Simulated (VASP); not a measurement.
# CoSi2 in VASP: notebook, part 2 of 2

VASP 6.6.1.

### 4 Electric field gradients, PBEsol, collinear spin, ferromagnetic start (12.74 Å³/atom)

This run uses another cell than the first one, of 12.74 Å³/atom.

Contents of INCAR:

```
SYSTEM = CoSi2
ALGO     = Normal         ! electronic algorithm
EDIFF    = 1E-8           ! SCF threshold, eV
ENCUT    = 520            ! plane-wave cutoff, eV
GGA      = PS             ! functional
ISIF     = 2              ! what is computed and relaxed
ISMEAR   = -1             ! smearing method
ISPIN    = 2              ! spin polarisation
LASPH    = .TRUE.         ! aspherical terms in the spheres
LCHARG   = .FALSE.        ! write CHGCAR
LEFG     = .TRUE.       
LMAXMIX  = 4              ! l up to which the mixer works
LORBIT   = 11             ! projections on sites
LREAL    = .FALSE.        ! projectors in reciprocal space
LWAVE    = .FALSE.        ! write WAVECAR
MAGMOM   = 2 0 0          ! initial moments
NBANDS   = 20             ! bands
NELM     = 150            ! most SCF steps
PREC     = Accurate       ! precision mode
SIGMA    = 0.05           ! smearing width, eV
```

Contents of KPOINTS:

```
k-points
0
G
  11 11 11
  0 0 0
```

Contents of POSCAR:

```
CoSi2
1.0
    0.0000000000      2.6735283611      2.6735283611
    2.6735283611      0.0000000000      2.6735283611
    2.6735283611      2.6735283611      0.0000000000
Co Si
1 2
Direct
    0.0000000000      0.0000000000      0.0000000000
    0.2500000000      0.2500000000      0.2500000000
    0.7500000000      0.7500000000      0.7500000000
```

Potentials or basis: VASP PAW PBE potentials, release 64 (Co, Si).

Launch:

```bash
$ cat potpaw_PBE.64/Co/POTCAR potpaw_PBE.64/Si/POTCAR > POTCAR
$ mpirun -np 1 vasp_std > vasp.out
```

OUTCAR:

```text
SYSTEM = CoSi2
   EDIFF = 1E-8
   ENCUT = 520
   GGA = PS
   ISIF = 2
   ISMEAR = -1
   ISPIN = 2
   LASPH = .TRUE.
   LORBIT = 11
   LREAL = .FALSE.
   NELM = 150
   PREC = Accurate

 ion  position               nearest neighbor table
   1  0.000  0.000  0.000-   3 2.32   3 2.32   3 2.32   2 2.32   2 2.32   2 2.32   3 2.32   2 2.32

   2  0.250  0.250  0.250-   1 2.32   1 2.32   1 2.32   1 2.32   3 2.67   3 2.67   3 2.67   3 2.67
                             3 2.67   3 2.67
   3  0.750  0.750  0.750-   1 2.32   1 2.32   1 2.32   1 2.32   2 2.67   2 2.67   2 2.67   2 2.67
                             2 2.67   2 2.67

  LATTYP: Found a face centered cubic cell.
 ALAT       =     5.3470567222

  Lattice vectors:

 A1 = (   0.0000000000,   2.6735283611,   2.6735283611)
 A2 = (   2.6735283611,   0.0000000000,   2.6735283611)
 A3 = (   2.6735283611,   2.6735283611,   0.0000000000)

Analysis of symmetry for initial positions (statically):
=====================================================================
 Subroutine PRICEL returns:
 Original cell was already a primitive cell.

[... 1335 lines left out ...]

  energy  without entropy=      -20.9713576554  energy(sigma->0) =      -20.97536438

 Electric field gradients (V/A^2)
---------------------------------------------------------------------
 ion       V_xx      V_yy      V_zz      V_xy      V_xz      V_yz
---------------------------------------------------------------------
   1      -0.000     0.000     0.000    -0.002    -0.002    -0.002
   2      -0.000     0.000    -0.000    -0.000    -0.000    -0.000
   3      -0.000     0.000    -0.000    -0.000    -0.000    -0.000
---------------------------------------------------------------------

 Electric field gradients after diagonalization (V/A^2)
 (convention: |V_zz| > |V_xx| > |V_yy|)
----------------------------------------------------------------------
 ion       V_xx      V_yy      V_zz     asymmetry (V_yy - V_xx)/ V_zz
----------------------------------------------------------------------
   1       0.002     0.002    -0.003       0.000
   2       0.000     0.000    -0.000       0.000
   3       0.000     0.000    -0.000       0.000
----------------------------------------------------------------------

           NMR quadrupolar parameters

 Cq : quadrupolar parameter    Cq=e*Q*V_zz/h
 eta: asymmetry parameters     (V_yy - V_xx)/ V_zz
 Q  : nuclear electric quadrupole moment in mb (millibarn)
----------------------------------------------------------------------
 ion       Cq(MHz)       eta       Q (mb)
----------------------------------------------------------------------
   1      -0.000       0.000       1.000
   2      -0.000       0.000       1.000
   3      -0.000       0.000       1.000
----------------------------------------------------------------------

 total charge

# of ion       s       p       d       tot
------------------------------------------
    1        0.545   0.728   7.606   8.880
    2        0.716   0.874   0.000   1.591
    3        0.716   0.874   0.000   1.591
--------------------------------------------------
tot          1.978   2.477   7.606  12.061

 magnetization (x)

# of ion       s       p       d       tot
------------------------------------------
    1       -0.000  -0.000  -0.000  -0.000
    2        0.000   0.000   0.000   0.000
    3        0.000   0.000   0.000   0.000
--------------------------------------------------
tot         -0.000  -0.000  -0.000  -0.000
```

OSZICAR:

```text
N       E                     dE             d eps       ncg     rms          rms(c)
DAV:   1     0.669469602030E+02    0.66947E+02   -0.66175E+03  4504   0.810E+02
DAV:   2    -0.176132842077E+02   -0.84560E+02   -0.73891E+02  4736   0.186E+02
[... 11 lines left out ...]
DAV:  14    -0.209793712050E+02    0.37302E-06   -0.12636E-06  6240   0.105E-02    0.421E-03
DAV:  15    -0.209793711578E+02    0.47238E-07   -0.41597E-07  5048   0.421E-03    0.411E-03
DAV:  16    -0.209793710408E+02    0.11695E-06   -0.50563E-08  5220   0.193E-03    0.114E-03
DAV:  17    -0.209793710623E+02   -0.21481E-07   -0.26837E-09  2932   0.534E-04    0.563E-04
DAV:  18    -0.209793710903E+02   -0.28026E-07   -0.23427E-09  2804   0.384E-04    0.118E-04
DAV:  19    -0.209793710948E+02   -0.44888E-08   -0.91197E-10  2692   0.212E-04
   1 F= -.20979371E+02 E0= -.20975364E+02  d E =-.801344E-02  mag=    -0.0000
```

stdout:

```text
POSCAR found type information on POSCAR CoSi
 POSCAR found :  2 types and       3 ions
 scaLAPACK will be used
 -----------------------------------------------------------------------------
|                                                                             |
|                                                                             |
|     You enforced a specific xc type in the INCAR file but a different       |
|     I HOPE YOU KNOW WHAT YOU ARE DOING!                                     |
|                                                                             |
 -----------------------------------------------------------------------------

 LDA part: xc-table for (Slater+PW92), standard interpolation
 POSCAR, INCAR and KPOINTS ok, starting setup
 FFT: planning ... GRIDC
 FFT: planning ... GRID_SOFT
 FFT: planning ... GRID
 WAVECAR not read
 entering main loop
ion   1

ion   2

ion   3
```

Wall time 43 s (1 thread of Intel Xeon 6975P-C (Granite Rapids), shared host); peak memory 0.21 GiB.

What came out:

```yaml
Free_energy: -20.9794 eV
Pressure: -3.6 GPa
Net_moment: 0.00 μB per cell
Largest_electric_field_gradient_by_atom: zero within the noise of the run
Valence_electrons_inside_the_program's_atomic_spheres: Co 8.88; Si 1.59
```

Levels at points of the mesh, in eV from the Fermi level:
Spin up:
```tsv
k point	band 7	band 8	band 9	band 10	band 11	band 12
(0.00, 0.00, 0.00)	0.84	3.43	3.43	3.43	3.45	3.45
```
Spin down:
| k point | band 5 | band 6 | band 7 | band 8 | band 9 | band 10 | band 11 | band 12 | band 13 | band 14 |
| --- | --- | --- | --- | --- | --- | --- | --- | --- | --- | --- |
| (0.00, 0.00, 0.00) | -1.92 | -1.92 | 0.84 | 3.43 | 3.43 | 3.43 | 3.45 | 3.45 | 3.45 | 5.68 |

Caveat: the cell stands under tension; the PAW data sets were made with another functional, which shifts forces and pressure a little.
